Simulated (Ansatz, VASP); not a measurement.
# Two plane-wave programs on Cu

File INCAR:

```
PREC = Accurate ; ENCUT = 600
EDIFF = 1E-6 ; ISMEAR = 0
SIGMA = 0.05 ; LREAL = False
LASPH = True ; NELM = 120
ALGO = Normal ; ISIF = 2
LWAVE = False ; LCHARG = False
GGA = PE ; NBANDS = 12
GGA_COMPAT = False
```

KPOINTS

```
Automatic mesh
0
Gamma
  10 10 10
```

POSCAR

```
Cu
1.0
   -1.4411503904      1.4411503904      1.4411503904
    1.4411503904     -1.4411503904      1.4411503904
    1.4411503904      1.4411503904     -1.4411503904
Cu
1
Direct
    0.0000000000      0.0000000000      0.0000000000
```

Input for Ansatz:

```yaml
crystal:
  lattice:
    - [-1.4411503904, 1.4411503904, 1.4411503904]
    - [1.4411503904, -1.4411503904, 1.4411503904]
    - [1.4411503904, 1.4411503904, -1.4411503904]
  atoms:
    - { symbol: Cu, position: [0.0, 0.0, 0.0] }
basis:
  ecutwfc: 600
  ecutrho_ratio: 5
kpoints:
  mp_grid: { grid: [10, 10, 10] }
hamiltonian:
  xc: pbe
scf:
  occupations: { method: gaussian, width: 0.05 }
output:
  forces: true
  stress: true
  eigenvalues: true
```

Alike in both runs: task single point; functional PBE; k mesh 10 × 10 × 10; occupations gaussian, width 0.05 eV; no spin polarisation.

|  | VASP | Ansatz |
| --- | --- | --- |
| version | VASP 6.6.1 | Ansatz 0.2.0 |
| potentials or method | VASP PAW PBE potentials, release 64 (Cu), cutoff 600 eV | scalar-relativistic, plane waves, PAW |
| valence electrons in the cell | 11 | 19 |

VASP gave:

| Quantity | Value |
| --- | --- |
| gap on the k mesh at the Fermi level (eV) | none |
| pressure (GPa) | 0.7 |

Problem. Which values does Ansatz return?

Solution. gap on the k mesh at the Fermi level (eV): none; pressure (GPa): 0.1.

A gap of «none» marks a metal or a gap that the smearing closes. VASP's potentials hold 11 valence electrons a cell and Ansatz's 19, so a difference there can come from the potentials and not from the codes.
